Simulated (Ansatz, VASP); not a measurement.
**Ca: VASP beside Ansatz**

```
CELL_PARAMETERS angstrom
1.92422 1.11095 9.51926
-1.92422 1.11095 9.51926
0.00000 -2.22190 9.51926
ATOMIC_POSITIONS crystal
Ca 0.00000 0.00000 0.00000
Ca 0.22238 0.22238 0.22238
Ca 0.77762 0.77762 0.77762
```

Alike in both runs: functional PBEsol; k mesh 15 × 15 × 15; occupations gaussian, width 0.1 eV; no spin polarisation.

Ansatz relaxed the structure, and its values are those at the end. VASP's run is a single point on that final structure, the one shown.

|  | VASP | Ansatz |
| --- | --- | --- |
| version | VASP 6.6.1 | Ansatz 0.2.0 |
| potentials or method | VASP PAW PBE potentials, release 64 (Ca_sv), cutoff 520 eV | scalar-relativistic, plane waves, PAW |
| valence electrons in the cell | 30 | 30 |

|  | VASP | Ansatz | Ansatz less VASP |
| --- | --- | --- | --- |
| gap on the k mesh at the Fermi level (eV) | none | none | - |
| pressure (GPa) | 0.0 | 0.0 | -0.01 |

VASP's potentials were made for PBE, not for PBEsol. A gap of «none» marks a metal or a gap that the smearing closes. The functional is the same, so the differences come from potentials, cutoffs and numerics.
